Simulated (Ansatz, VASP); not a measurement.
# Two plane-wave programs on Pd

```
Pd
1.0
     0.00000    1.93774    1.93774
     1.93774    0.00000    1.93774
     1.93774    1.93774    0.00000
Pd
1
Direct
  0.00000 0.00000 0.00000
```

Alike in both runs: functional PBEsol; k mesh 24 × 24 × 24; occupations gaussian, width 0.1 eV; no spin polarisation.

Ansatz relaxed the structure, and its values are those at the end. VASP's run is a single point on that final structure, the one shown.

|  | VASP | Ansatz |
| --- | --- | --- |
| version | VASP 6.6.1 | Ansatz 0.2.0 |
| potentials or method | VASP PAW PBE potentials, release 64 (Pd), cutoff 520 eV | scalar-relativistic, plane waves, PAW |
| valence electrons in the cell | 10 | 18 |

Ansatz gave:

- gap on the k mesh at the Fermi level (eV): none
- pressure (GPa): 0.0

Task: What did VASP give for the same quantities?

Result: gap on the k mesh at the Fermi level (eV): none; pressure (GPa): -0.3.

VASP's potentials were made for PBE, not for PBEsol. A gap of «none» marks a metal or a gap that the smearing closes. With one functional, cell and mesh, what is left measures potentials, basis and numerics. VASP's potentials hold 10 valence electrons a cell and Ansatz's 18, so a difference there can come from the potentials and not from the codes.
